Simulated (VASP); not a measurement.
A run of VASP 6.6.1 is set up as follows.

INCAR

```
PREC = Accurate ; ENCUT = 600
EDIFF = 1E-6 ; ISMEAR = 0
SIGMA = 0.1 ; LREAL = F
LASPH = T ; NELM = 60
ALGO = Normal ; ISIF = 3
LWAVE = F ; LCHARG = F
GGA = PE ; IBRION = 2
NSW = 100 ; EDIFFG = -0.01
```

Contents of KPOINTS:

```
regular mesh
0
Gamma
  12 12 12
```

File POSCAR:

```
Sr2NbO2
1.0
   -2.2047224781      2.2047224781      5.0118200322
    2.2047224781     -2.2047224781      5.0118200322
    2.2047224781      2.2047224781     -5.0118200322
Sr Nb O
2 1 2
Direct
    0.7500000000      0.2500000000      0.5000000000
    0.2500000000      0.7500000000      0.5000000000
    0.0000000000      0.0000000000      0.0000000000
    0.5000000000      0.0000000000      0.5000000000
    0.0000000000      0.5000000000      0.5000000000
```

Potentials or basis: VASP PAW PBE potentials, release 64 (Sr_sv, Nb_sv, O).

Launch:

```bash
$ cat potpaw_PBE.64/Sr_sv/POTCAR potpaw_PBE.64/Nb_sv/POTCAR potpaw_PBE.64/O/POTCAR > POTCAR
$ mpirun -np 1 vasp_std > vasp.out
```

Q: What does it give for the space group after relaxing (to 0.05 Å)?

A: I4/mmm (No. 139).

Q: Predict the relaxed volume.

A: 19.41 Å³/atom.

Q: Estimate the relaxed cell.

A: a = 5.899 Å, b = 5.899 Å, c = 5.899 Å, α = 136.19°, β = 136.19°, γ = 63.68°.

Step by step:
| step | energy change (eV) | largest force (eV/Å) | pressure (GPa) | volume (Å³) |
| --- | --- | --- | --- | --- |
| 1 | 0.0000 | 0.0000 | -0.28 | 97.45 |
| 2 | -0.0004 | 0.0000 | 0.08 | 96.97 |
| 3 | -0.0004 | 0.0000 | 0.05 | 97.05 |
| 4 | -0.0004 | 0.0000 | 0.01 | 97.08 |
| 5 | -0.0004 | 0.0000 | -0.01 | 97.07 |
| 6 | -0.0004 | 0.0000 | 0.00 | 97.06 |
| 7 | -0.0004 | 0.0000 | -0.01 | 97.07 |

Caveat: an odd number of electrons without spin polarisation forces a metal; a magnetic or distorted state may lie lower.
